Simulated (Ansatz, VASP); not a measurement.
# One calculation of C, two programs

File INCAR:

```
SYSTEM = C
ALGO = Normal ; EDIFF = 1E-7
ENCUT = 520 ; GGA = PE
ISIF = 2 ; ISMEAR = -1
LASPH = .TRUE. ; LCHARG = .TRUE.
LELF = .TRUE. ; LREAL = .FALSE.
LVHAR = .TRUE. ; LWAVE = .FALSE.
NBANDS = 11 ; NELM = 100
PREC = Accurate ; SIGMA = 0.03
```

KPOINTS

```
k-points
0
G
  16 16 16
  0 0 0
```

Contents of POSCAR:

```
C
1.0
   -0.0267510000      1.7834000000      1.7834000000
    1.7834000000     -0.0267510000      1.7834000000
    1.7566490000      1.7566490000      0.0000000000
C
2
Direct
    0.5000000000      0.5000000000      0.5000000000
    0.7500000000      0.7500000000      0.7500000000
```

Input for Ansatz:

```yaml
crystal:
  lattice:
    - [-0.026751, 1.7834, 1.7834]
    - [1.7834, -0.026751, 1.7834]
    - [1.756649, 1.756649, 0.0]
  atoms:
    - { symbol: C, position: [0.5, 0.5, 0.5] }
    - { symbol: C, position: [0.75, 0.75, 0.75] }
kpoints:
  mp_grid: { grid: [16, 16, 16] }
scf:
  occupations: { method: fermi_dirac, width: 0.03 }
hamiltonian:
  xc: pbe
  pseudopotentials: { kind: all_electron, lapw: { basis_error: 0.00025 } }
output:
  forces: true
  stress: true
  eigenvalues: true
```

Change from the starting cell: xy shear strain of -3 %.

Alike in both runs: task single point; functional PBE; k mesh 16 × 16 × 16; occupations fermi-dirac, width 0.03 eV; no spin polarisation.

|  | VASP | Ansatz |
| --- | --- | --- |
| version | VASP 6.6.1 | Ansatz 0.2.0 |
| potentials or method | VASP PAW PBE potentials, release 64 (C), cutoff 520 eV | all-electron LAPW, scalar-relativistic |

|  | VASP | Ansatz | Ansatz less VASP |
| --- | --- | --- | --- |
| gap on the k mesh at the Fermi level (eV) | 4.02 | 4.03 | +0.008 |
| pressure (GPa) | 2.9 | 2.2 | -0.71 |
| traceless stress, the component that is largest in VASP (GPa) | 17.11 | 17.02 | -0.084 |
| rms of the force components (eV/Å) | 0.056 | 0.051 | -0.0047 |

Atom by atom the forces differ by 0.005 eV/Å (rms over components). Ansatz ran all-electron here, and VASP with PAW potentials.
